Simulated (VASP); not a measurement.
Wanted: the native input for a VASP 6.6.1 run.

```yaml
Task: relaxation of cell and atoms
Functional: PBE
Potentials_or_basis: VASP PAW PBE potentials, release 64 (Sb)
Cutoff: 600 eV
k_mesh: 10 × 10 × 10
Occupations: gaussian, width 0.1 eV
Spin: no spin polarisation
Dipole_correction: no
Further_INCAR_settings: ALGO = Normal; EDIFF = 1e-06; IBRION = 2; EDIFFG = -0.01; NSW = 80; ISIF = 3
```

The structure of Sb lies in POSCAR:

```
Sb
1.0
    2.1734460903     -6.2290601307      0.0000000000
    2.1734460903      6.2290601307      0.0000000000
    0.0000000000      0.0000000000      4.8180476865
Sb
4
Direct
    0.1148558715      0.8851441285      0.9538896215
    0.6148558715      0.3851441285      0.5461103785
    0.8851441285      0.1148558715      0.0461103785
    0.3851441285      0.6148558715      0.4538896215
```

These files were run (other wordings do the same):

INCAR

```
SYSTEM = Sb
  ALGO = Normal
  EDIFF = 1E-6
  EDIFFG = -0.01
  ENCUT = 600
  GGA = PE
  IBRION = 2
  ISIF = 3
  ISMEAR = 0
  LASPH = .TRUE.
  LCHARG = .FALSE.
  LREAL = .FALSE.
  LWAVE = .FALSE.
  NELM = 100
  NSW = 80
  PREC = Accurate
  SIGMA = 0.1
```

KPOINTS

```
k-points
0
G
  10 10 10
  0 0 0
```

Potentials or basis: VASP PAW PBE potentials, release 64 (Sb).

Run with:

```bash
$ cat potpaw_PBE.64/Sb/POTCAR > POTCAR
$ mpirun -np 1 vasp_std > vasp.out
```

Results of the run:

| Item | Value |
| --- | --- |
| Relaxed volume | 32.62 Å³/atom |
| Relaxed cell | a = 6.598 Å, b = 6.598 Å, c = 4.821 Å, α = 90.00°, β = 90.00°, γ = 141.56° |
| Space group after relaxing (to 0.05 Å) | Cmce (No. 64) |
| Energy gained by relaxing | 0.0 meV/atom |
| Ionic steps | 4 |
| Pressure after relaxing | 0.0 GPa |
| Largest force after relaxing | 0.005 eV/Å |
| Band gap on the k mesh | zero (band 10 reaches 6.31 eV, above the bottom of band 11 at 5.88 eV) |

Caveat: spin-orbit coupling is left out, which moves the levels of the heavy elements.

It took 13 min on 1 thread of Intel Xeon 6975P-C, with other jobs on the host, peak memory 0.58 GiB.
